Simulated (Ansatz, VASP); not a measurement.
## One calculation of GaAs3, two programs

```
Ga As
1.0
     2.91432    1.68258    2.65265
    -2.91432    1.68258    2.65265
     0.00000   -3.36516    2.65265
Ga As
1 3
Cartesian
  0.0000 0.0000 0.0000
  0.0000 1.6826 2.6527
  -1.4572 -0.8413 2.6527
  1.4572 -0.8413 2.6527
```

Alike in both runs: functional PBE; k mesh 5 × 5 × 5; occupations gaussian, width 0.2 eV; no spin polarisation.

Ansatz relaxed the structure, and its values are those at the end. VASP's run is a single point on that final structure, the one shown.

```csv
,VASP,Ansatz
version,VASP 6.6.1,Ansatz 0.2.0
potentials or method,"VASP PAW PBE potentials, release 64 (Ga_d, As), cutoff 500 eV","scalar-relativistic, plane waves, PAW"
valence electrons in the cell,28,58
```

Ansatz gave:

```
gap on the k mesh at the Fermi level (eV) : none
pressure (GPa)                            : 0.3
```

Task: What did VASP give for the same quantities?

Result: gap on the k mesh at the Fermi level (eV): none; pressure (GPa): 0.4.

A gap of «none» marks a metal or a gap that the smearing closes. VASP's potentials hold 28 valence electrons a cell and Ansatz's 58, so a difference there can come from the potentials and not from the codes.
